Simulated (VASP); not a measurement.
Here is a VASP 6.6.1 calculation.

INCAR

```
SYSTEM = Ta
  PREC = Accurate
  ENCUT = 520
  EDIFF = 1E-6
  ISMEAR = -1
  SIGMA = 0.05
  LREAL = .False.
  LASPH = .True.
  NELM = 80
  ALGO = Normal
  ISIF = 2
  LWAVE = .False.
  LCHARG = .True.
  GGA = CA
  LELF = .True.
  LVHAR = .True.
  NBANDS = 12
```

File KPOINTS:

```
regular mesh
0
Gamma
  16 16 16
  0 0 0
```

Contents of POSCAR:

```
Ta
1.0
   -1.3326426073      1.3326426073      1.3326426073
    1.3326426073     -1.3326426073      1.3326426073
    1.3326426073      1.3326426073     -1.3326426073
Ta
1
Direct
    0.0000000000      0.0000000000      0.0000000000
```

Potentials or basis: VASP PAW LDA potentials, release 64 (Ta_pv).

Launch:

```bash
$ cat potpaw_LDA.64/Ta_pv/POTCAR > POTCAR
$ mpirun -np 1 vasp_std > vasp.out
```

What does it give for the pressure?

422.5 GPa.
